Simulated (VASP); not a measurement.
# AgH12O6F in VASP: a series of runs, part 2 of 2

VASP 6.6.1. Earlier steps stand in the parts before.

## (3) Single point, PBE+D3(BJ)

File INCAR:

```
PREC = Accurate
ENCUT = 520
EDIFF = 1E-6
ISMEAR = -1
SIGMA = 0.02
LREAL = False
LASPH = True
NELM = 120
ALGO = Normal
ISIF = 2
LWAVE = False
LCHARG = False
GGA = PE
IVDW = 12
NBANDS = 49
GGA_COMPAT = False
```

File KPOINTS:

```
regular mesh
0
Gamma
  1 1 1
```

File POSCAR:

```
AgH12O6F
1.0
    5.6378390000      0.0000000000      0.0000000000
    0.0000000000      5.6378390000      0.0000000000
    0.0000000000      0.0000000000      5.6378390000
O H Ag F
6 12 1 1
Direct
    0.8920084451      0.9269154369      0.7354413633
    0.2777305276      0.8689322274      0.0714990265
    0.4094831371      0.4660118886      0.2918316752
    0.2240929548      0.4411796790      0.7121168235
    0.7393967795      0.5455636459      0.9145170694
   -0.0065095864      0.2358705171      0.1669256607
    0.8438694330      0.7604509458      0.8030559227
    0.7589787505      0.9384978890      0.6309154979
    0.4001887957      0.9183660619      0.1858868265
    0.2320569991      0.7051283302      0.0812900120
    0.5274183956      0.5743335345      0.2068877809
    0.5027990335      0.3188100973      0.3091255355
    0.2931797095      0.4722022037      0.5529955715
    0.0454784182      0.4261384548      0.7100947721
    0.8496872649      0.4600166837      1.0042145581
    0.6124332390      0.4477247399      0.8391867877
    0.1496318004      0.2774112563      0.2055929586
   -0.0087444853      0.0752770698      0.1271409134
    0.2803556469      0.9575832158      0.6772807808
    0.5295823453      1.0189719855      0.4018561012
```

Potentials or basis: VASP PAW PBE potentials, release 64 (O, H, Ag, F).

Run with:

```
$ cat potpaw_PBE.64/O/POTCAR potpaw_PBE.64/H/POTCAR potpaw_PBE.64/Ag/POTCAR potpaw_PBE.64/F/POTCAR > POTCAR
$ mpirun -np 1 vasp_gam > vasp.out
```

OUTCAR:

```text
PREC = Accurate
   ENCUT = 520
   EDIFF = 1E-6
   ISMEAR = -1
   LREAL = False
   LASPH = True
   NELM = 120
   ISIF = 2
   GGA = PE
   IVDW = 12
 IVDW          = 12

 ion  position               nearest neighbor table
   1  0.892  0.927  0.735-   8 0.96   7 1.05  19 2.22
   2  0.278  0.869  0.071-  10 0.96   9 0.98  19 2.28
   3  0.409  0.466  0.292-  12 0.99  11 1.02
   4  0.224  0.441  0.712-  13 0.99  14 1.01  19 2.75
   5  0.739  0.546  0.915-  15 0.94  16 1.00
   6  0.993  0.236  0.167-  18 0.93  17 0.94
   7  0.844  0.760  0.803-   1 1.05
   8  0.759  0.938  0.631-   1 0.96
   9  0.400  0.918  0.186-   2 0.98
  10  0.232  0.705  0.081-   2 0.96
  11  0.527  0.574  0.207-   3 1.02
  12  0.503  0.319  0.309-   3 0.99
  13  0.293  0.472  0.553-   4 0.99
  14  0.045  0.426  0.710-   4 1.01
  15  0.850  0.460  0.004-   5 0.94
  16  0.612  0.448  0.839-   5 1.00
  17  0.150  0.277  0.206-   6 0.94
  18  0.991  0.075  0.127-   6 0.93
  19  0.280  0.958  0.677-  20 2.12   1 2.22   2 2.28   4 2.75
  20  0.530  0.019  0.402-  19 2.12

  LATTYP: Found a simple cubic cell.
[... 199 lines left out ...]
 Fermi energy:        -0.3001382918

 k-point     1 :       0.0000    0.0000    0.0000
  band No.  band energies     occupation
      1     -22.4915      2.00000
      2     -21.8265      2.00000
      3     -21.1498      2.00000
      4     -20.7168      2.00000
      5     -20.5065      2.00000
      6     -20.0984      2.00000
[... 37 lines left out ...]
     44       9.7449      0.00000
     45       9.7513      0.00000
 [bands above 45 left out]

------------------------ aborting loop because EDIFF is reached ----------------------------------------

 Edisp (eV)   -1.15190

 E8    (eV) :    -0.2942

  FORCE on cell =-STRESS in cart. coord.  units (eV):
  Direction    XX          YY          ZZ          XY          YZ          ZX
  --------------------------------------------------------------------------------------
  -------------------------------------------------------------------------------------
  Total       2.09853     3.75936     4.83319    -2.68058    -0.88422     1.87975
  in kB      18.76241    33.61140    43.21224   -23.96629    -7.90556    16.80632
  external pressure =       31.86 kB  Pullay stress =        0.00 kB

 VOLUME and BASIS-vectors are now :
 -----------------------------------------------------------------------------
  energy-cutoff  :      520.00
  volume of cell :      179.20
      direct lattice vectors                 reciprocal lattice vectors
     5.637839000  0.000000000  0.000000000     0.177372926  0.000000000  0.000000000
     0.000000000  5.637839000  0.000000000     0.000000000  0.177372926  0.000000000
     0.000000000  0.000000000  5.637839000     0.000000000  0.000000000  0.177372926

 POSITION                                       TOTAL-FORCE (eV/Angst)
 -----------------------------------------------------------------------------------
      5.02900      5.22580      4.14630        -0.240088     -1.394892      0.950329
      1.56580      4.89890      0.40310        -0.848005      0.540535     -1.119882
      2.30860      2.62730      1.64530         1.875905      0.847328     -0.955675
      1.26340      2.48730      4.01480        -0.813465     -0.199318      0.540930
      4.16860      3.07580      5.15590        -2.730617      1.348505     -1.765649
      5.60114      1.32980      0.94110        -2.469930      2.357131      0.364144
[... 12 lines left out ...]
      1.58060      5.39870      3.81840        -0.205060     -0.252901      0.434095
      2.98570      0.10696      2.26560         0.775260      0.281593     -0.368845
 -----------------------------------------------------------------------------------
    total drift:                               -0.000467     -0.001361     -0.002440

  FREE ENERGIE OF THE ION-ELECTRON SYSTEM (eV)
  ---------------------------------------------------
  free  energy   TOTEN  =       -94.4509996017 eV

  energy  without entropy=      -94.4509996016  energy(sigma->0) =      -94.45099960
```

It took 17 s on 1 thread of Intel Xeon 6975P-C (Granite Rapids), shared host; peak memory 0.24 GiB.

What came out:

* Free energy: -94.4510 eV
* Pressure: 3.2 GPa
* Largest force: 3.520 eV/Å
* Dispersion energy per atom: -0.058 eV

Forces on the atoms (eV/Å):
```
O   -0.240 -1.395  0.950
O   -0.848  0.541 -1.120
O    1.876  0.847 -0.956
O   -0.813 -0.199  0.541
O   -2.731  1.349 -1.766
O   -2.470  2.357  0.364
H    0.538  1.308 -0.160
H   -0.750  0.914 -1.385
H    0.283 -0.068  0.805
H    0.334 -0.512  0.265
H   -1.171 -1.003  0.725
H   -0.082 -0.471  0.264
H   -0.675  0.096 -0.035
H    1.774  0.107 -0.475
H    1.546 -2.572  1.608
H    0.810  0.304  0.653
H    1.884  0.449  0.348
H    0.165 -2.079 -0.693
Ag  -0.205 -0.253  0.434
F    0.775  0.282 -0.369
```

Caveat: the k points lie up to 1.11 Å⁻¹ apart; the atoms stand as in a frame of molecular dynamics.

## (4) Single point, PBE+D3(BJ)

File INCAR:

```
SYSTEM = AgH12O6F
PREC = Accurate
ENCUT = 520
EDIFF = 1E-6
ISMEAR = -1
SIGMA = 0.02
LREAL = .FALSE.
LASPH = .TRUE.
NELM = 120
ALGO = Normal
ISIF = 2
LWAVE = .FALSE.
LCHARG = .FALSE.
GGA = PE
IVDW = 12
NBANDS = 49
GGA_COMPAT = .FALSE.
```

File KPOINTS:

```
regular mesh
0
G
  1 1 1
  0 0 0
```

File POSCAR:

```
AgH12O6F
1.0
    5.6378390000      0.0000000000      0.0000000000
    0.0000000000      5.6378390000      0.0000000000
    0.0000000000      0.0000000000      5.6378390000
O H Ag F
6 12 1 1
Direct
    0.8640899465      0.9874528166      0.7407802883
    0.2944213199      0.8555405715      0.0768911634
    0.4810708500      0.4190080632      0.3110056885
    0.2511245887      0.4082415266      0.7273886324
    0.7790928404      0.5343004651      0.9636493699
    0.0431548329      0.2350900762      0.2108431972
    0.8575094110      0.8367390413      0.8363310836
    0.7340578544      0.9939446657      0.6157678501
    0.4411087298      0.9008593541      0.1453925875
    0.3064117297      0.6870008172      0.0599520490
    0.6014361176      0.4904361405      0.1986044653
    0.5575008439      0.2812957234      0.3959673201
    0.3042123055      0.4915713272      0.5780051541
    0.0790019013      0.4343153467      0.7438488400
    0.8748919577      0.4023527454      1.0352016083
    0.6890938177      0.4183695207      0.8562145886
    0.1812041812      0.3104558325      0.2686490338
    0.0928902014      0.0766783159      0.1723177977
    0.2353738729      0.9665405486      0.6484931549
    0.5818186720      1.0112740006      0.4223426742
```

Run with:

```
$ cat potpaw_PBE.64/O/POTCAR potpaw_PBE.64/H/POTCAR potpaw_PBE.64/Ag/POTCAR potpaw_PBE.64/F/POTCAR > POTCAR
$ mpirun -np 1 vasp_gam > vasp.out
```

It took 18 s on 1 thread of Intel Xeon 6975P-C (Granite Rapids), shared host; peak memory 0.25 GiB.

The run converged. Its results:

```yaml
Free_energy: -94.6850 eV
Pressure: 1.5 GPa
Largest_force: 2.587 eV/Å
Dispersion_energy_per_atom: -0.057 eV
```

Forces on the atoms (eV/Å):
```
O    0.312 -0.800  1.267
O   -1.418  0.173 -0.985
O    0.488  0.873  0.088
O   -0.070  0.656 -0.726
O   -0.901 -1.886 -1.525
O   -2.391  0.145 -0.293
H   -0.572  0.858 -0.727
H    0.282 -0.461 -0.327
H    1.451  0.735  1.062
H   -0.145 -1.027 -0.133
H   -0.689 -0.486  0.721
H   -0.277  0.183 -0.898
H   -0.248 -0.471  0.609
H    0.554  0.055 -0.144
H    0.971  0.179  0.950
H    0.229  1.641  0.621
H    1.801  0.924  0.330
H    0.239 -0.878 -0.382
Ag   0.811  0.009  0.017
F   -0.430 -0.421  0.474
```

Stress tensor (GPa, compression positive):
```
3.60 0.21 1.93
0.21 0.28 0.76
1.93 0.76 0.70
```

Levels at points of the mesh, in eV from the Fermi level:
```
           k point  band 29  band 30  band 31  band 32  band 33  band 34  band 35  band 36  band 37  band 38
(0.00, 0.00, 0.00)    -1.63    -1.50    -1.39    -1.22    -0.53     2.28     5.38     6.99     7.18     7.79
```

Caveat: the k points lie up to 1.11 Å⁻¹ apart; the atoms stand as in a frame of molecular dynamics.

## (5) Summary

| cell | pressure (GPa) | largest force (eV/Å) |
| --- | --- | --- |
| as given, atomic positions A | 3.4 | 3.14 |
| as given, atomic positions B | 3.2 | 3.52 |
| as given, atomic positions C | 1.5 | 2.59 |

Alike in all rows: task single point; level PBE+D3(BJ); potentials or basis VASP PAW PBE potentials, release 64 (O, H, Ag, F); no spin polarisation; k mesh 1 × 1 × 1; cutoff (eV) 520; smearing fermi-dirac 0.02 eV.

Caveats: all runs use coarse meshes; the atoms stand as in a frame of molecular dynamics.

Absolute energies hang on the potentials; compare differences alone.
